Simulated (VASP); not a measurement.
# SnTe (Imm2) in VASP: single point with HSE06

Aim: the single point of SnTe with HSE06.

Program: VASP 6.6.1. These are calculated values, not measurements. Logs are shortened: lines on timing, memory, paths and dates and some standing lists are left out, and cuts for length are marked.

## 1. The cell of the first run

The structure is orthorhombic, space group Imm2 (No. 44). Conventional cell: a = 4.935 Å, b = 5.202 Å, c = 7.168 Å, α = 90.00°, β = 90.00°, γ = 90.00°. Within 4.1 Å of Sn (site symmetry mm2) lie 4 Te at 3.09 to 3.12 Å. Te (site symmetry mm2) has 4 Sn at 3.09 to 3.12 Å within 4.1 Å.

## 2. Single point, HSE06 (shear xy strain +5.2%)

The input, POSCAR:

```
SnTe
1.0
    0.0940795804      3.5839840137      3.5839840137
    3.5839840137      0.0940795804      3.5839840137
    3.6780635940      3.6780635940     -0.0000000001
Sn Te
1 1
Direct
    0.0052827729      0.0052827729     -0.0052827729
    0.2447172271      0.2447172271      0.2552827729
```

The input, INCAR.step1:

```
  ALGO = Normal
  EDIFF = 1E-5
  ENCUT = 520
  GGA = PE
  ISIF = 2
  ISMEAR = -1
  LASPH = True
  LCHARG = False
  LREAL = False
  LWAVE = True
  NBANDS = 17
  NELM = 100
  PREC = Accurate
  SIGMA = 0.02
```

The input, INCAR.step2:

```
  ALGO = Normal
  EDIFF = 1E-7
  ENCUT = 520
  GGA = PE
  HFSCREEN = 0.2079
  ISIF = 2
  ISMEAR = -1
  ISTART = 1
  LASPH = True
  LCHARG = False
  LHFCALC = True
  LREAL = False
  LWAVE = False
  NBANDS = 17
  NELM = 100
  PREC = Accurate
  PRECFOCK = Normal
  SIGMA = 0.02
```

The input, KPOINTS:

```
k-points
0
Gamma
  4 4 4
```

Potentials or basis: VASP PAW PBE potentials, release 64 (Sn_d, Te).

Started as:

```sh
cat potpaw_PBE.64/Sn_d/POTCAR potpaw_PBE.64/Te/POTCAR > POTCAR
cp INCAR.step1 INCAR
mpirun -np 1 vasp_std > vasp.out
cp INCAR.step2 INCAR
mpirun -np 1 vasp_std > vasp.out
```

OUTCAR:

```text
EDIFF = 1E-7
   ENCUT = 520
   GGA = PE
   HFSCREEN = 0.2079
   ISIF = 2
   ISMEAR = -1
   ISTART = 1
   LASPH = True
   LHFCALC = True
   LREAL = False
   NELM = 100
   PREC = Accurate
   PRECFOCK = Normal

 ion  position               nearest neighbor table
   1  0.005  0.005  0.995-   2 3.09   2 3.09   2 3.12   2 3.12
   2  0.245  0.245  0.255-   1 3.09   1 3.09   1 3.12   1 3.12

  LATTYP: Found a body centered orthorhombic cell.
 ALAT       =     4.9354701810
 B/A-ratio  =     1.0539152760
 C/A-ratio  =     1.4523374197

  Lattice vectors:

 A1 = (   3.5839840136,   0.0940795803,  -3.5839840138)
 A2 = (  -3.5839840137,  -0.0940795804,  -3.5839840137)
 A3 = (   0.0940795804,   3.5839840137,   3.5839840137)

Analysis of symmetry for initial positions (statically):
=====================================================================
 Subroutine PRICEL returns:
 Original cell was already a primitive cell.

 Routine SETGRP: Setting up the symmetry group for a
 body centered orthorhombic supercell.

 Subroutine GETGRP returns: Found  4 space group operations
 (whereof  4 operations were pure point group operations)
 out of a pool of  8 trial point group operations.

The static configuration has the point symmetry C_2v.

Analysis of symmetry for dynamics (positions and initial velocities):
=====================================================================
 Subroutine PRICEL returns:
 Original cell was already a primitive cell.

 Routine SETGRP: Setting up the symmetry group for a
 body centered orthorhombic supercell.

 Subroutine GETGRP returns: Found  4 space group operations
 (whereof  4 operations were pure point group operations)
 out of a pool of  8 trial point group operations.

The dynamic configuration has the point symmetry C_2v.

 Subroutine INISYM returns: Found  4 space group operations
 (whereof  4 operations are pure point group operations),
 and found     1 'primitive' translations

----------------------------------------------------------------------------------------

                                     Primitive cell

  volume of cell :      92.0087

  direct lattice vectors                    reciprocal lattice vectors
     0.094079580  3.583984014  3.583984014    -0.143270399  0.143270399  0.139509551
     3.583984014  0.094079580  3.583984014     0.143270399 -0.143270399  0.139509551
     3.678063594  3.678063594 -0.000000000     0.135941097  0.135941097 -0.139509551
[... 83 lines left out ...]
   ISIF   =      2    stress and relaxation
   ISYM   =      3    0-nonsym 1-usesym 2-fastsym
   POTIM  = 0.5000    time-step for ionic-motion
   TEBEG  =    0.0;   TEEND  =   0.0 temperature during run
   PSTRESS=    0.0 pullay stress
   NELECT =      20.0000    total number of electrons
   NUPDOWN=      -1.0000    fix difference up-down
   EMIN   =  10.00;   EMAX   =-10.00  energy-range for DOS
   EFERMI =   0.00;   METHOD = LEGACY
   ISMEAR =    -1;   SIGMA  =   0.02  broadening in eV -4-tet -1-fermi 0-gaus
   EFERMI_NEDOS =   21; number of points for ismear=-14 and -15
   IALGO  =     38    algorithm
   IMIX   =      1    mixing-type and parameters
     AMIX     =   0.40;   BMIX     =  1.00
     AMIX_MAG =   1.60;   BMIX_MAG =  1.00
  volume/ion in A,a.u.               =      46.00       310.45
  Fermi-wavevector in a.u.,A,eV,Ry     =   0.984333  1.860119 13.182831  0.968911
  Thomas-Fermi vector in A             =   2.115558
   LORBIT       =      0    0 simple, 1 ext, 2 COOP (PROOUT), +10 PAW based schemes
   GGA     = PE    functional components
   LHFCALC =     T    Hartree Fock is set to
   PRECFOCK=normal    Normal, Fast or Accurate (Low or Medium for compatibility)
   ENCUT4O =  -1.0   cutoff for four orbital integrals eV
   NKREDX  =     1    reduce k-point grid by
   NKREDY  =     1    reduce k-point grid by
   NKREDZ  =     1    reduce k-point grid by
   AEXX    =    0.2500 exact exchange contribution
   HFSCREEN=    0.2079 screening length (either q_TF or 0.3 A-1)
   HFSCREENC=   0.2079 screening length for correlation (either q_TF or 0.3 A-1)
   ENCUTFOCK=  -1.0 apply spherical cutoff to Coloumb kernel
   IVDW    =     0    specifies the selected vdW correction
   LEPSILON=     F    determine dielectric tensor
   LRPA    =     F    only Hartree local field effects (RPA)
 non-spin polarized calculation
  energy-cutoff  :      520.00
  volume of cell :       92.01
 maximum number of plane-waves:      2502
 NGX is ok and might be reduce to    40
  NGX = 30; NGY = 30; NGZ = 30

 number of electron      20.0000004 magnetization

 Free energy of the ion-electron system (eV)
  ---------------------------------------------------
  ext. energy  EPLUGINS =         0.00000000
  ---------------------------------------------------
  free energy    TOTEN  =        -8.45415523 eV

  energy without entropy =       -8.45414023  energy(sigma->0) =       -8.45414773

 E-fermi :   3.3930     XC(G=0):  -6.3648

 val. band max:        3.2418298616   @ k =  -0.2500   0.2500   0.5000
 cond. band min:       3.5385246205   @ k =   0.5000  -0.0000   0.5000
 fundamental gap:      0.2966947589
 Fermi energy:         3.3929968492

 k-point     1 :       0.0000    0.0000    0.0000
  band No.  band energies     occupation
      1     -20.9422      2.00000
      2     -20.9412      2.00000
      3     -20.9407      2.00000
      4     -20.9294      2.00000
      5     -20.9281      2.00000
      6      -9.6963      2.00000
[... 337 lines left out ...]
      4     -20.9300      2.00000
      5     -20.9275      2.00000
      6      -8.7713      2.00000
[... 9 lines left out ...]
     16      11.8763      0.00000
     17      11.9401      0.00000

------------------------ aborting loop because EDIFF is reached ----------------------------------------

  FORCE on cell =-STRESS in cart. coord.  units (eV):
  Direction    XX          YY          ZZ          XY          YZ          ZX
  --------------------------------------------------------------------------------------
  -------------------------------------------------------------------------------------
  Total       -0.1090428     -0.1090428     -0.1691820      0.3203043     -0.0000000     -0.0000000
  in kB       -1.8987972     -1.8987972     -2.9460216      5.5775642     -0.0000000     -0.0000000
  external PRESSURE =      -2.2478720 kB  Pullay stress =       0.0000000 kB

 VOLUME and BASIS-vectors are now :
 -----------------------------------------------------------------------------
  energy-cutoff  :      520.00
  volume of cell :       92.01
      direct lattice vectors                 reciprocal lattice vectors
     0.094079580  3.583984014  3.583984014    -0.143270399  0.143270399  0.139509551
     3.583984014  0.094079580  3.583984014     0.143270399 -0.143270399  0.139509551
     3.678063594  3.678063594 -0.000000000     0.135941097  0.135941097 -0.139509551

 POSITION                                       TOTAL-FORCE (eV/Angst)
 -----------------------------------------------------------------------------------
      3.67806      3.67806      0.03787        -0.000000     -0.000000     -0.036518
      1.83903      1.83903      1.75413         0.000000      0.000000      0.036518
 -----------------------------------------------------------------------------------
    total drift:                                0.000000      0.000000      0.000475

  FREE ENERGIE OF THE ION-ELECTRON SYSTEM (eV)
  ---------------------------------------------------
  free  energy   TOTEN  =        -8.4541552302 eV

  energy  without entropy=       -8.4541402284  energy(sigma->0) =       -8.45414773
```

Wall time 48 min (1 thread of Intel Xeon Platinum 8375C at 2.90GHz (Ice Lake), shared host); peak memory 0.37 GiB.

What came out:

- Free energy: -8.4542 eV
- Pressure: -0.2 GPa
- Largest force: 0.037 eV/Å
- Band gap on the k mesh: 0.30 eV, indirect (least direct gap 1.11 eV)

Forces in eV/Å, atoms in the order of the input:
```
Sn   0.000  0.000 -0.037
Te   0.000  0.000  0.037
```

Stress tensor (GPa, compression positive):
```
-0.19  0.56  0.00
 0.56 -0.19  0.00
 0.00  0.00 -0.29
```

Levels at points of the mesh, in eV from the valence-band top:
```csv
k point,band 6,band 7,band 8,band 9,band 10,band 11,band 12,band 13,band 14,band 15
"(0.00, 0.00, 0.00)",-12.94,-5.61,-2.46,-2.36,-2.23,1.22,1.33,1.40,4.48,6.96
"(0.50, 0.00, 0.00)",-12.25,-7.84,-3.06,-2.97,-2.46,2.10,2.16,4.04,6.02,6.93
"(0.50, 0.50, 0.00)",-12.02,-8.30,-3.85,-3.52,-0.89,0.40,4.44,4.70,5.92,6.99
"(0.00, 0.00, 0.50)",-12.32,-7.90,-2.94,-2.82,-2.13,2.20,2.24,3.87,6.11,6.70
"(0.50, 0.00, 0.50)",-12.02,-8.29,-3.69,-3.69,-0.82,0.30,4.46,4.50,6.01,6.99
```

Caveat: the cell differs from its parent crystal (shear xy strain +5.2%); the PAW data sets were made with another functional, which shifts forces and pressure a little; spin-orbit coupling is left out, which moves the levels of the heavy elements. A k mesh can miss the band edges.
